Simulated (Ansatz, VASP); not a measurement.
## One calculation of GaSb, two programs

```
Ga Sb
1.0
     0.00000    2.59859    2.59859
     2.59859    0.00000    2.59859
     2.59859    2.59859    0.00000
Ga Sb
1 1
Direct
  0.00000 0.00000 0.00000
  0.50000 0.50000 0.50000
```

Change from the starting cell: volume scaled by 0.72, LAPW.

Alike in both runs: task single point; functional PBE; k mesh 13 × 13 × 13; occupations fermi-dirac, width 0.08 eV; no spin polarisation.

|  | VASP | Ansatz |
| --- | --- | --- |
| version | VASP 6.6.1 | Ansatz 0.2.0 |
| potentials or method | VASP PAW PBE potentials, release 64 (Ga_d, Sb), cutoff 520 eV | all-electron LAPW, scalar-relativistic |

VASP gave:

| Property | Result |
| --- | --- |
| pressure (GPa) | 40.2 |

Problem. Which values does Ansatz return?

Solution. Pressure (GPa): 39.9.

Both programs put the cell under a high pressure, so it lies far from rest at this level. Ansatz ran all-electron here, and VASP with PAW potentials.

Neither program's run includes spin-orbit coupling.
